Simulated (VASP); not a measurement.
# ZnCu (Cmmm) in VASP: settings compared

Aim: see how the results for ZnCu move with the level of theory and the settings. Levels: PBE, PBEsol. Tasks: relaxation of cell and atoms, single point.

All numbers are computed with VASP 6.6.1; they aren't measurements. Logs are shortened: lines on timing, memory, paths and dates and some standing lists are left out, and cuts for length are marked.

## (1) The cell of the first run

It takes space group Cmmm (No. 65, orthorhombic). The conventional cell has a = 2.976 Å, b = 4.243 Å, c = 4.141 Å, α = 90.00°, β = 90.00°, γ = 90.00°. Zn (site symmetry mmm) has 8 Cu at 2.55 to 2.96 Å and 6 Zn at 2.59 to 2.98 Å within 3.4 Å. Within 3.4 Å of Cu (site symmetry mmm) lie 8 Zn at 2.55 to 2.96 Å and 6 Cu at 2.59 to 2.98 Å.

## (2) Relaxation of cell and atoms, PBE

Contents of INCAR:

```
SYSTEM = ZnCu
PREC = Accurate
ENCUT = 600
EDIFF = 1E-6
ISMEAR = 0
SIGMA = 0.1
LREAL = .FALSE.
LASPH = .TRUE.
NELM = 100
ALGO = Normal
ISIF = 3
LWAVE = .FALSE.
LCHARG = .FALSE.
GGA = PE
IBRION = 2
NSW = 100
EDIFFG = -0.005
```

Contents of KPOINTS:

```
Automatic mesh
0
G
  18 18 10
  0 0 0
```

Contents of POSCAR:

```
ZnCu
1.0
    1.4880390000     -2.1212790000      0.0000000000
    1.4880390000      2.1212790000      0.0000000000
    0.0000000000      0.0000000000      4.1407460000
Zn Cu
1 1
Direct
    0.5000000000      0.5000000000      0.5000000000
    0.0000000000      0.0000000000      0.0000000000
```

Potentials or basis: VASP PAW PBE potentials, release 64 (Zn, Cu).

Command:

```bash
cat potpaw_PBE.64/Zn/POTCAR potpaw_PBE.64/Cu/POTCAR > POTCAR
mpirun -np 1 vasp_std > vasp.out
```

OUTCAR:

```text
SYSTEM = ZnCu
   PREC = Accurate
   ENCUT = 600
   EDIFF = 1E-6
   ISMEAR = 0
   LREAL = .FALSE.
   LASPH = .TRUE.
   NELM = 100
   ISIF = 3
   GGA = PE
   IBRION = 2
   NSW = 100
   EDIFFG = -0.005

 ion  position               nearest neighbor table
   1  0.500  0.500  0.500-   2 2.55   2 2.55   2 2.55   2 2.55
   2  0.000  0.000  0.000-   1 2.55   1 2.55   1 2.55   1 2.55

  LATTYP: Found a base centered orthorhombic cell.
 ALAT       =     2.9760780000
 B/A-ratio  =     1.4255533625
 C/A-ratio  =     1.3913432376

  Lattice vectors:

 A1 = (   1.4880390000,  -2.1212790000,   0.0000000000)
 A2 = (   1.4880390000,   2.1212790000,   0.0000000000)
 A3 = (   0.0000000000,   0.0000000000,   4.1407460000)

Analysis of symmetry for initial positions (statically):
=====================================================================
 Subroutine PRICEL returns:
 Original cell was already a primitive cell.

 Routine SETGRP: Setting up the symmetry group for a
 base centered orthorhombic supercell.

 Subroutine GETGRP returns: Found  8 space group operations
 (whereof  8 operations were pure point group operations)
 out of a pool of  8 trial point group operations.

The static configuration has the point symmetry D_2h.

Analysis of symmetry for dynamics (positions and initial velocities):
=====================================================================
 Subroutine PRICEL returns:
 Original cell was already a primitive cell.

 Routine SETGRP: Setting up the symmetry group for a
 base centered orthorhombic supercell.

 Subroutine GETGRP returns: Found  8 space group operations
 (whereof  8 operations were pure point group operations)
 out of a pool of  8 trial point group operations.

The dynamic configuration has the point symmetry D_2h.

 Subroutine INISYM returns: Found  8 space group operations
 (whereof  8 operations are pure point group operations),
 and found     1 'primitive' translations

----------------------------------------------------------------------------------------

                                     Primitive cell

  volume of cell :      26.1409

  direct lattice vectors                    reciprocal lattice vectors
     1.488039000 -2.121279000  0.000000000     0.336012699 -0.235706854  0.000000000
     1.488039000  2.121279000  0.000000000     0.336012699  0.235706854  0.000000000
     0.000000000  0.000000000  4.140746000     0.000000000  0.000000000  0.241502377

  length of vectors
     2.591155082  2.591155082  4.140746000     0.410441536  0.410441536  0.241502377

  position of ions in fractional coordinates (direct lattice)
     0.500000000  0.500000000  0.500000000
     0.000000000  0.000000000  0.000000000

  ion indices of the primitive-cell ions
   primitive index   ion index
                 1           1
                 2           2

----------------------------------------------------------------------------------------

 KPOINTS: Automatic mesh

Automatic generation of k-mesh.
 Grid dimensions read from file:
 generate k-points for:   18   18   10

 Generating k-lattice:

  Cartesian coordinates                     Fractional coordinates (reciprocal lattice)
     0.018667372 -0.013094825  0.000000000     0.055555556  0.000000000  0.000000000
     0.018667372  0.013094825  0.000000000     0.000000000  0.055555556  0.000000000
     0.000000000  0.000000000  0.024150238     0.000000000  0.000000000  0.100000000

  Length of vectors
     0.022802308  0.022802308  0.024150238

  Shift w.r.t. Gamma in fractional coordinates (k-lattice)
     0.000000000  0.000000000  0.000000000

 Subroutine IBZKPT returns following result:
 ===========================================

 Found    546 irreducible k-points:

 Following reciprocal coordinates:
            Coordinates               Weight
  0.000000  0.000000  0.000000      1.000000
  0.055556 -0.000000  0.000000      4.000000
  0.111111 -0.000000  0.000000      4.000000
  0.166667 -0.000000  0.000000      4.000000
  0.222222 -0.000000  0.000000      4.000000
  0.277778  0.000000  0.000000      4.000000
[... 16 lines left out ...]
 -0.277778  0.055556  0.000000      4.000000
 -0.222222  0.055556  0.000000      4.000000
 [... further k-points ...]
   k-points           NKPTS =    546   k-points in BZ     NKDIM =    546   number of bands    NBANDS=     15
   number of dos      NEDOS =    301   number of ions     NIONS =      2
   total plane-waves  NPLWV =  20736
   dimension x,y,z NGX =    24 NGY =   24 NGZ =   36
   dimension x,y,z NGXF=    48 NGYF=   48 NGZF=   72
   ions per type =               1   1
   NGX,Y,Z   is equivalent  to a cutoff of  15.40, 15.40, 14.45 a.u.
   NGXF,Y,Z  is equivalent  to a cutoff of  30.80, 30.80, 28.91 a.u.
 SYSTEM =  ZnCu
   PREC   = accura    normal or accurate (medium, high low for compatibility)
   ISTART =      0    job   : 0-new  1-cont  2-samecut
   ICHARG =      2    charge: 1-file 2-atom 10-const
   ISPIN  =      1    spin polarized calculation?
   LNONCOLLINEAR =      F non collinear calculations
   LSORBIT =      F    spin-orbit coupling
   LASPH  =      T    aspherical Exc in radial PAW
   ENCUT  =  600.0 eV  44.10 Ry    6.64 a.u.   5.18  5.18  8.27*2*pi/ulx,y,z
   NELM   =    100;   NELMIN=  2; NELMDL= -5     # of ELM steps
   EDIFF  = 0.1E-05   stopping-criterion for ELM
   LREAL  =      F    real-space projection
   EDIFFG = -.5E-02   stopping-criterion for IOM
   NSW    =    100    number of steps for IOM
   IBRION =      2    ionic relax: 0-MD 1-quasi-New 2-CG
   NFREE  =      1    steps in history (QN), initial steepest desc. (CG)
   ISIF   =      3    stress and relaxation
   ISYM   =      2    0-nonsym 1-usesym 2-fastsym
   POTIM  = 0.5000    time-step for ionic-motion
   TEBEG  =    0.0;   TEEND  =   0.0 temperature during run
   PSTRESS=    0.0 pullay stress
   NELECT =      23.0000    total number of electrons
   NUPDOWN=      -1.0000    fix difference up-down
   EMIN   =  10.00;   EMAX   =-10.00  energy-range for DOS
   EFERMI =   0.00;   METHOD = LEGACY
   ISMEAR =     0;   SIGMA  =   0.10  broadening in eV -4-tet -1-fermi 0-gaus
   EFERMI_NEDOS =   21; number of points for ismear=-14 and -15
   IALGO  =     38    algorithm
   IMIX   =      4    mixing-type and parameters
     AMIX     =   0.40;   BMIX     =  1.00
     AMIX_MAG =   1.60;   BMIX_MAG =  1.00
  volume/ion in A,a.u.               =      13.07        88.20
  Fermi-wavevector in a.u.,A,eV,Ry     =   1.568714  2.964440 33.482099  2.460865
  Thomas-Fermi vector in A             =   2.670704
   LORBIT       =      0    0 simple, 1 ext, 2 COOP (PROOUT), +10 PAW based schemes
   GGA     = PE    functional components
   LHFCALC =     F    Hartree Fock is set to
   AEXX    =    0.0000 exact exchange contribution
   IVDW    =     0    specifies the selected vdW correction
   LEPSILON=     F    determine dielectric tensor
   LRPA    =     F    only Hartree local field effects (RPA)
 conjugate gradient relaxation of ions
 non-spin polarized calculation
 Gauss-broadening in eV      SIGMA  =   0.10
  energy-cutoff  :      600.00
  volume of cell :       26.14
 maximum number of plane-waves:       886
 NGX is ok and might be reduce to    24
   NGX = 11   NGY = 11   NGZ = 17

--------------------------------------- Ionic step        1  -------------------------------------------

 number of electron      22.9999993 magnetization

 Free energy of the ion-electron system (eV)
  ---------------------------------------------------
  ext. energy  EPLUGINS =         0.00000000
  ---------------------------------------------------
  free energy    TOTEN  =        -4.93176063 eV

  energy without entropy =       -4.92968360  energy(sigma->0) =       -4.93072211

------------------------ aborting loop because EDIFF is reached ----------------------------------------

  FORCE on cell =-STRESS in cart. coord.  units (eV):
  Direction    XX          YY          ZZ          XY          YZ          ZX
  --------------------------------------------------------------------------------------
  -------------------------------------------------------------------------------------
  Total        0.2122712     -0.0322561      0.1204211      0.0000000      0.0000000      0.0000000
  in kB       13.0101112     -1.9769793      7.3806122      0.0000000      0.0000000      0.0000000
  external PRESSURE =       6.1379147 kB  Pullay stress =       0.0000000 kB
[... 89 lines left out ...]
  FREE ENERGIE OF THE ION-ELECTRON SYSTEM (eV)
  ---------------------------------------------------
  free  energy   TOTEN  =        -4.9326968569 eV

  energy  without entropy=       -4.9304622647  energy(sigma->0) =       -4.93157956

[... ionic steps 4 to 40 ...]

--------------------------------------- Ionic step       41  -------------------------------------------

 number of electron      22.9999986 magnetization

------------------------ aborting loop because EDIFF is reached ----------------------------------------
[... 67 lines left out ...]
--------------------------------------- Ionic step       43  -------------------------------------------

 number of electron      22.9999986 magnetization

 Free energy of the ion-electron system (eV)
  ---------------------------------------------------
  ext. energy  EPLUGINS =         0.00000000
  ---------------------------------------------------
  free energy    TOTEN  =        -5.00728959 eV

  energy without entropy =       -5.00477316  energy(sigma->0) =       -5.00603138

 E-fermi :   5.3075     XC(G=0): -12.2706

 val. band max:        5.2765011668   @ k =   0.3333   0.1111   0.3000
 cond. band min:       5.3198783812   @ k =  -0.4444   0.4444   0.1000
 fundamental gap:      0.0433772143
 Fermi energy:         5.3074833285

 k-point     1 :       0.0000    0.0000    0.0000
  band No.  band energies     occupation
      1      -4.8587      2.00000
      2      -2.5936      2.00000
      3      -2.5049      2.00000
      4      -1.8398      2.00000
      5      -1.8304      2.00000
      6      -1.6398      2.00000
      7       1.6023      2.00000
      8       1.7669      2.00000
      9       2.6472      2.00000
     10       2.6483      2.00000
     11       2.8566      2.00000
     12       6.8791      0.00000
     13      11.6829      0.00000
     14      14.4593      0.00000
[... 401 lines left out ...]
      2      -2.4311      2.00000
      3      -2.2729      2.00000
      4      -2.0077      2.00000
      5      -1.8083      2.00000
      6      -1.7616      2.00000
      7       1.7023      2.00000
      8       1.9353      2.00000
      9       2.1272      2.00000
     10       2.6154      2.00000
     11       2.6211      2.00000
     12       8.6571      0.00000
     13       8.8637      0.00000
     14      12.2603      0.00000
     15      15.0438      0.00000

 [... further k-points ...]

------------------------ aborting loop because EDIFF is reached ----------------------------------------

  FORCE on cell =-STRESS in cart. coord.  units (eV):
  Direction    XX          YY          ZZ          XY          YZ          ZX
  --------------------------------------------------------------------------------------
  -------------------------------------------------------------------------------------
  Total       -0.0058033     -0.0041515     -0.0019411     -0.0000000      0.0000000      0.0000000
  in kB       -0.3556618     -0.2544319     -0.1189620     -0.0000000      0.0000000      0.0000000
  external PRESSURE =      -0.2430186 kB  Pullay stress =       0.0000000 kB
[... 17 lines left out ...]
  FREE ENERGIE OF THE ION-ELECTRON SYSTEM (eV)
  ---------------------------------------------------
  free  energy   TOTEN  =        -5.0072895910 eV

  energy  without entropy=       -5.0047731648  energy(sigma->0) =       -5.00603138

 reached required accuracy - stopping structural energy minimisation
```

It took 45 min on 1 thread of Intel Xeon 6975P-C (Granite Rapids), shared host; peak memory 0.49 GiB.

What came out:

```
Free energy               : -5.0073 eV
Energy gained by relaxing : 37.8 meV/atom
Ionic steps               : 43
Pressure after relaxing   : 0.0 GPa
```

The path:
| step | energy change (eV) | largest force (eV/Å) | pressure (GPa) | volume (Å³) |
| --- | --- | --- | --- | --- |
| 1 | 0.0000 | 0.0000 | 0.61 | 26.14 |
| 3 | -0.0009 | 0.0000 | -0.42 | 26.40 |
| 5 | -0.0040 | 0.0000 | -0.05 | 26.29 |
| 7 | -0.0045 | 0.0000 | 2.88 | 25.66 |
| 9 | -0.0048 | 0.0000 | 2.87 | 25.66 |
| 11 | -0.0061 | 0.0000 | 3.09 | 25.64 |
| 13 | -0.0120 | 0.0000 | 3.30 | 25.57 |
| 15 | -0.0123 | 0.0000 | 6.67 | 24.86 |
| 17 | -0.0204 | 0.0000 | 5.77 | 25.02 |
| 19 | -0.0260 | 0.0000 | 3.35 | 25.49 |
| 21 | -0.0324 | 0.0000 | 3.26 | 25.49 |
| 23 | -0.0401 | 0.0000 | -1.92 | 26.67 |
| 25 | -0.0444 | 0.0000 | -0.32 | 26.28 |
| 27 | -0.0558 | 0.0000 | -0.74 | 26.35 |
| 29 | -0.0537 | 0.0000 | -0.37 | 26.33 |
| 31 | -0.0686 | 0.0000 | -0.82 | 26.38 |
| 33 | -0.0694 | 0.0000 | -1.02 | 26.39 |
| 35 | -0.0706 | 0.0000 | 0.37 | 26.10 |
| 37 | -0.0746 | 0.0000 | 0.75 | 25.96 |
| 39 | -0.0731 | 0.0000 | -1.66 | 26.57 |
| 41 | -0.0755 | 0.0000 | -0.01 | 26.14 |
| 43 | -0.0755 | 0.0000 | -0.02 | 26.14 |

Final structure:
```
Zn Cu
1.0
     1.93172   -1.94358    0.00000
     1.93172    1.94358    0.00000
     0.00000    0.00000    3.48153
Zn Cu
1 1
Cartesian
  1.9317 0.0000 1.7408
  0.0000 0.0000 0.0000
```

Levels at points of the mesh, in eV from the Fermi level:
```tsv
k point	band 9	band 10	band 11	band 12	band 13	band 14	band 15
(0.00, 0.00, 0.00)	-2.66	-2.66	-2.45	1.57	6.38	9.15	9.18
(0.50, 0.00, 0.00)	-3.57	-2.95	-2.71	-1.41	8.26	8.44	9.47
(0.50, 0.50, 0.00)	-2.89	-2.12	-0.66	-0.56	3.26	3.84	10.77
(0.00, 0.00, 0.50)	-2.92	-2.90	-2.81	-2.47	12.85	12.86	13.86
(0.50, 0.00, 0.50)	-2.66	-2.54	-2.36	-1.91	1.09	1.63	16.26
(0.50, 0.50, 0.50)	-2.63	-2.12	3.91	4.00	4.20	4.22	4.30
```

(Continued in part 2 of 2.)
